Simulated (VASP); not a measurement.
# BeTe (F-43m) in VASP: single point with PBE

Aim: the single point of BeTe with PBE.

Everything below comes from runs of VASP 6.6.1. Logs are shortened: lines on timing, memory, paths and dates and some standing lists are left out, and cuts for length are marked.

**1. The cell of the first run**

It takes space group F-43m (No. 216, cubic). Conventional cell: a = 5.620 Å, b = 5.620 Å, c = 5.620 Å, α = 90.00°, β = 90.00°, γ = 90.00°. Be (site symmetry -43m) has 4 Te at 2.43 Å within 3.2 Å. Te (site symmetry -43m) has 4 Be at 2.43 Å within 3.2 Å.

**2. Single point, PBE**

INCAR

```
SYSTEM = BeTe
PREC     = Accurate       ! precision mode
ENCUT    = 600            ! plane-wave cutoff, eV
EDIFF    = 1E-6           ! SCF threshold, eV
ISMEAR   = 0              ! smearing method
SIGMA    = 0.02           ! smearing width, eV
LREAL    = .False.        ! projectors in reciprocal space
LASPH    = .True.         ! aspherical terms in the spheres
NELM     = 120            ! most SCF steps
ALGO     = Normal         ! electronic algorithm
ISIF     = 2              ! what is computed and relaxed
LWAVE    = .False.        ! write WAVECAR
LCHARG   = .False.        ! write CHGCAR
GGA      = PE             ! functional
NBANDS   = 11             ! bands
GGA_COMPAT= .False.
```

KPOINTS

```
Automatic mesh
0
Gamma
  8 8 8
  0 0 0
```

POSCAR

```
BeTe
1.0
    0.0000000000      2.8100000000      2.8100000000
    2.8100000000      0.0000000000      2.8100000000
    2.8100000000      2.8100000000      0.0000000000
Be Te
1 1
Direct
    0.0000000000      0.0000000000      0.0000000000
    0.2500000000      0.2500000000      0.2500000000
```

Potentials or basis: VASP PAW PBE potentials, release 64 (Be, Te).

Launch:

```sh
cat potpaw_PBE.64/Be/POTCAR potpaw_PBE.64/Te/POTCAR > POTCAR
mpirun -np 1 vasp_std > vasp.out
```

OUTCAR:

```text
SYSTEM = BeTe
   PREC = Accurate
   ENCUT = 600
   EDIFF = 1E-6
   ISMEAR = 0
   LREAL = .False.
   LASPH = .True.
   NELM = 120
   ISIF = 2
   GGA = PE

 ion  position               nearest neighbor table
   1  0.000  0.000  0.000-   2 2.43   2 2.43   2 2.43   2 2.43
   2  0.250  0.250  0.250-   1 2.43   1 2.43   1 2.43   1 2.43

  LATTYP: Found a face centered cubic cell.
 ALAT       =     5.6200000000

  Lattice vectors:

 A1 = (   0.0000000000,   2.8100000000,   2.8100000000)
 A2 = (   2.8100000000,   0.0000000000,   2.8100000000)
 A3 = (   2.8100000000,   2.8100000000,   0.0000000000)

Analysis of symmetry for initial positions (statically):
=====================================================================
 Subroutine PRICEL returns:
 Original cell was already a primitive cell.

 Routine SETGRP: Setting up the symmetry group for a
 face centered cubic supercell.

 Subroutine GETGRP returns: Found 24 space group operations
 (whereof 24 operations were pure point group operations)
 out of a pool of 48 trial point group operations.

The static configuration has the point symmetry T_d .

Analysis of symmetry for dynamics (positions and initial velocities):
=====================================================================
 Subroutine PRICEL returns:
 Original cell was already a primitive cell.

 Routine SETGRP: Setting up the symmetry group for a
 face centered cubic supercell.

 Subroutine GETGRP returns: Found 24 space group operations
 (whereof 24 operations were pure point group operations)
 out of a pool of 48 trial point group operations.

The dynamic configuration has the point symmetry T_d .

 Subroutine INISYM returns: Found 24 space group operations
 (whereof 24 operations are pure point group operations),
 and found     1 'primitive' translations

----------------------------------------------------------------------------------------

                                     Primitive cell

  volume of cell :      44.3761

  direct lattice vectors                    reciprocal lattice vectors
     0.000000000  2.810000000  2.810000000    -0.177935943  0.177935943  0.177935943
     2.810000000  0.000000000  2.810000000     0.177935943 -0.177935943  0.177935943
     2.810000000  2.810000000  0.000000000     0.177935943  0.177935943 -0.177935943

  length of vectors
     3.973940110  3.973940110  3.973940110     0.308194094  0.308194094  0.308194094

  position of ions in fractional coordinates (direct lattice)
     0.000000000  0.000000000  0.000000000
     0.250000000  0.250000000  0.250000000

  ion indices of the primitive-cell ions
   primitive index   ion index
                 1           1
                 2           2

----------------------------------------------------------------------------------------

 KPOINTS: Automatic mesh

Automatic generation of k-mesh.
 Grid dimensions read from file:
 generate k-points for:    8    8    8

 Generating k-lattice:

  Cartesian coordinates                     Fractional coordinates (reciprocal lattice)
    -0.022241993  0.022241993  0.022241993     0.125000000  0.000000000  0.000000000
     0.022241993 -0.022241993  0.022241993     0.000000000  0.125000000  0.000000000
     0.022241993  0.022241993 -0.022241993     0.000000000  0.000000000  0.125000000

  Length of vectors
     0.038524262  0.038524262  0.038524262

  Shift w.r.t. Gamma in fractional coordinates (k-lattice)
     0.000000000  0.000000000  0.000000000

 Subroutine IBZKPT returns following result:
 ===========================================

 Found     29 irreducible k-points:

 Following reciprocal coordinates:
            Coordinates               Weight
  0.000000  0.000000  0.000000      1.000000
  0.125000  0.000000  0.000000      8.000000
  0.250000  0.000000  0.000000      8.000000
  0.375000  0.000000  0.000000      8.000000
  0.500000  0.000000  0.000000      4.000000
  0.125000  0.125000  0.000000      6.000000
[... 16 lines left out ...]
  0.500000  0.250000  0.125000     48.000000
 -0.375000  0.250000  0.125000     24.000000
 [... further k-points ...]
   k-points           NKPTS =     29   k-points in BZ     NKDIM =     29   number of bands    NBANDS=     11
   number of dos      NEDOS =    301   number of ions     NIONS =      2
   total plane-waves  NPLWV =  32768
   dimension x,y,z NGX =    32 NGY =   32 NGZ =   32
   dimension x,y,z NGXF=    64 NGYF=   64 NGZF=   64
   ions per type =               1   1
   NGX,Y,Z   is equivalent  to a cutoff of  13.39, 13.39, 13.39 a.u.
   NGXF,Y,Z  is equivalent  to a cutoff of  26.77, 26.77, 26.77 a.u.
 SYSTEM =  BeTe
   PREC   = accura    normal or accurate (medium, high low for compatibility)
   ISTART =      0    job   : 0-new  1-cont  2-samecut
   ICHARG =      2    charge: 1-file 2-atom 10-const
   ISPIN  =      1    spin polarized calculation?
   LNONCOLLINEAR =      F non collinear calculations
   LSORBIT =      F    spin-orbit coupling
   LASPH  =      T    aspherical Exc in radial PAW
   ENCUT  =  600.0 eV  44.10 Ry    6.64 a.u.   7.94  7.94  7.94*2*pi/ulx,y,z
   NELM   =    120;   NELMIN=  2; NELMDL= -5     # of ELM steps
   EDIFF  = 0.1E-05   stopping-criterion for ELM
   LREAL  =      F    real-space projection
   EDIFFG = 0.1E-04   stopping-criterion for IOM
   NSW    =      0    number of steps for IOM
   IBRION =     -1    ionic relax: 0-MD 1-quasi-New 2-CG
   NFREE  =      0    steps in history (QN), initial steepest desc. (CG)
   ISIF   =      2    stress and relaxation
   ISYM   =      2    0-nonsym 1-usesym 2-fastsym
   POTIM  = 0.5000    time-step for ionic-motion
   TEBEG  =    0.0;   TEEND  =   0.0 temperature during run
   PSTRESS=    0.0 pullay stress
   NELECT =       8.0000    total number of electrons
   NUPDOWN=      -1.0000    fix difference up-down
   EMIN   =  10.00;   EMAX   =-10.00  energy-range for DOS
   EFERMI =   0.00;   METHOD = LEGACY
   ISMEAR =     0;   SIGMA  =   0.02  broadening in eV -4-tet -1-fermi 0-gaus
   EFERMI_NEDOS =   21; number of points for ismear=-14 and -15
   IALGO  =     38    algorithm
   IMIX   =      4    mixing-type and parameters
     AMIX     =   0.40;   BMIX     =  1.00
     AMIX_MAG =   1.60;   BMIX_MAG =  1.00
  volume/ion in A,a.u.               =      22.19       149.73
  Fermi-wavevector in a.u.,A,eV,Ry     =   0.924816  1.747648 11.636845  0.855284
  Thomas-Fermi vector in A             =   2.050602
   LORBIT       =      0    0 simple, 1 ext, 2 COOP (PROOUT), +10 PAW based schemes
   GGA     = PE    functional components
   LHFCALC =     F    Hartree Fock is set to
   AEXX    =    0.0000 exact exchange contribution
   IVDW    =     0    specifies the selected vdW correction
   LEPSILON=     F    determine dielectric tensor
   LRPA    =     F    only Hartree local field effects (RPA)
 non-spin polarized calculation
 Gauss-broadening in eV      SIGMA  =   0.02
  energy-cutoff  :      600.00
  volume of cell :       44.38
 maximum number of plane-waves:      1494
   NGX = 15   NGY = 15   NGZ = 15

 number of electron       8.0000000 magnetization

 Free energy of the ion-electron system (eV)
  ---------------------------------------------------
  ext. energy  EPLUGINS =         0.00000000
  ---------------------------------------------------
  free energy    TOTEN  =        -7.61913478 eV

  energy without entropy =       -7.61913478  energy(sigma->0) =       -7.61913478

 E-fermi :   5.2626     XC(G=0):  -9.0825

 val. band max:        5.1681132326   @ k =   0.0000   0.0000   0.0000
 cond. band min:       7.1259460870   @ k =   0.5000   0.5000   0.0000
 fundamental gap:      1.9578328544
 Fermi energy:         5.2626145781

 k-point     1 :       0.0000    0.0000    0.0000
  band No.  band energies     occupation
      1      -7.1714      2.00000
      2       5.1681      2.00000
      3       5.1681      2.00000
      4       5.1681      2.00000
      5       8.7724      0.00000
      6       8.7724      0.00000
      7       8.7724      0.00000
      8       9.0364      0.00000
      9      13.4944      0.00000
     10      15.4260      0.00000
     11      15.4260      0.00000

 k-point     2 :       0.1250    0.0000    0.0000
  band No.  band energies     occupation
      1      -7.0224      2.00000
      2       3.8457      2.00000
      3       4.9300      2.00000
      4       4.9300      2.00000
      5       8.7191      0.00000
      6       9.1191      0.00000
      7       9.1191      0.00000
      8      10.3124      0.00000
      9      13.9190      0.00000
     10      14.4893      0.00000
     11      14.4893      0.00000

 k-point     3 :       0.2500    0.0000    0.0000
  band No.  band energies     occupation
      1      -6.6107      2.00000
      2       1.8271      2.00000
      3       4.4869      2.00000
      4       4.4869      2.00000
      5       8.4976      0.00000
      6       9.6528      0.00000
      7       9.6528      0.00000
      8      12.2342      0.00000
      9      14.2126      0.00000
     10      14.2126      0.00000
     11      14.2367      0.00000

 k-point     4 :       0.3750    0.0000    0.0000
  band No.  band energies     occupation
      1      -6.0855      2.00000
      2       0.2300      2.00000
      3       4.1467      2.00000
      4       4.1467      2.00000
      5       8.3234      0.00000
      6       9.7862      0.00000
      7       9.7862      0.00000
      8      13.0265      0.00000
      9      14.9759      0.00000
     10      15.2635      0.00000
     11      15.2635      0.00000
[... 239 lines left out ...]
 k-point    22 :       0.3750    0.2500    0.1250
  band No.  band energies     occupation
      1      -6.2699      2.00000
      2       1.5763      2.00000
      3       2.8970      2.00000
      4       3.9293      2.00000
      5       8.7571      0.00000
      6      10.0399      0.00000
      7      10.5586      0.00000
      8      11.4701      0.00000
      9      14.2504      0.00000
     10      15.7702      0.00000
     11      16.3226      0.00000

 k-point    23 :       0.5000    0.2500    0.1250
  band No.  band energies     occupation
      1      -5.8031      2.00000
      2       0.5115      2.00000
      3       2.3582      2.00000
      4       3.4692      2.00000
      5       9.2046      0.00000
      6       9.8644      0.00000
      7      11.0977      0.00000
      8      12.1048      0.00000
      9      15.0363      0.00000
     10      15.5295      0.00000
     11      17.4472      0.00000

 k-point    24 :      -0.3750    0.2500    0.1250
  band No.  band energies     occupation
      1      -5.5671      2.00000
      2       0.0109      2.00000
      3       2.2492      2.00000
      4       3.2443      2.00000
      5       9.3631      0.00000
      6       9.5695      0.00000
      7      11.8551      0.00000
      8      12.9418      0.00000
      9      13.6853      0.00000
     10      16.7578      0.00000
     11      17.1038      0.00000

 [... further k-points ...]

------------------------ aborting loop because EDIFF is reached ----------------------------------------

  FORCE on cell =-STRESS in cart. coord.  units (eV):
  Direction    XX          YY          ZZ          XY          YZ          ZX
  --------------------------------------------------------------------------------------
  -------------------------------------------------------------------------------------
  Total        0.4233533      0.4233533      0.4233533     -0.0000000     -0.0000000     -0.0000000
  in kB       15.2849696     15.2849696     15.2849696     -0.0000000     -0.0000000     -0.0000000
  external PRESSURE =      15.2849696 kB  Pullay stress =       0.0000000 kB

 VOLUME and BASIS-vectors are now :
 -----------------------------------------------------------------------------
  energy-cutoff  :      600.00
  volume of cell :       44.38
      direct lattice vectors                 reciprocal lattice vectors
     0.000000000  2.810000000  2.810000000    -0.177935943  0.177935943  0.177935943
     2.810000000  0.000000000  2.810000000     0.177935943 -0.177935943  0.177935943
     2.810000000  2.810000000  0.000000000     0.177935943  0.177935943 -0.177935943

 POSITION                                       TOTAL-FORCE (eV/Angst)
 -----------------------------------------------------------------------------------
      0.00000      0.00000      0.00000        -0.000000      0.000000      0.000000
      1.40500      1.40500      1.40500         0.000000     -0.000000     -0.000000
 -----------------------------------------------------------------------------------
    total drift:                                0.000000      0.000000      0.000000

  FREE ENERGIE OF THE ION-ELECTRON SYSTEM (eV)
  ---------------------------------------------------
  free  energy   TOTEN  =        -7.6191347780 eV

  energy  without entropy=       -7.6191347780  energy(sigma->0) =       -7.61913478
```

It took 24 s on 1 thread of Intel Xeon 8259CL, shared host; peak memory 0.18 GiB.

What came out:

| Property | Result |
| --- | --- |
| Free energy | -7.6191 eV |
| Pressure | 1.5 GPa |
| Band gap on the k mesh | 1.96 eV (least direct gap 3.60 eV) |

Caveat: spin-orbit coupling is left out, which moves the levels of the heavy elements.
